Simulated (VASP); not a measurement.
A run of VASP 6.6.1 is set up as follows.

Contents of INCAR:

```
ALGO = Normal
EDIFF = 1E-6
ENCUT = 520
GGA = PE
ISIF = 2
ISMEAR = -1
LASPH = True
LCHARG = False
LREAL = False
LWAVE = False
NBANDS = 18
NELM = 60
PREC = Accurate
SIGMA = 0.1
```

KPOINTS

```
k-points
0
Gamma
  14 14 14
```

File POSCAR:

```
Ag
1.0
    0.0000000000      2.9773158119      2.9773158119
    2.9773158119      0.0000000000      2.9773158119
    2.9773158119      2.9773158119      0.0000000000
Ag
2
Direct
    0.1250000000      0.1250000000      0.1250000000
    0.8750000000      0.8750000000      0.8750000000
```

Potentials or basis: VASP PAW PBE potentials, release 64 (Ag).

Run with:

```console
$ cat potpaw_PBE.64/Ag/POTCAR > POTCAR
$ mpirun -np 1 vasp_std > vasp.out
```

Question: Estimate the band gap on the k mesh.

Answer: Zero (bands 11 and 12 overlap by 1.35 eV).

Question: Predict the pressure.

Answer: 5.5 GPa.

Caveat: the cell stands under pressure.
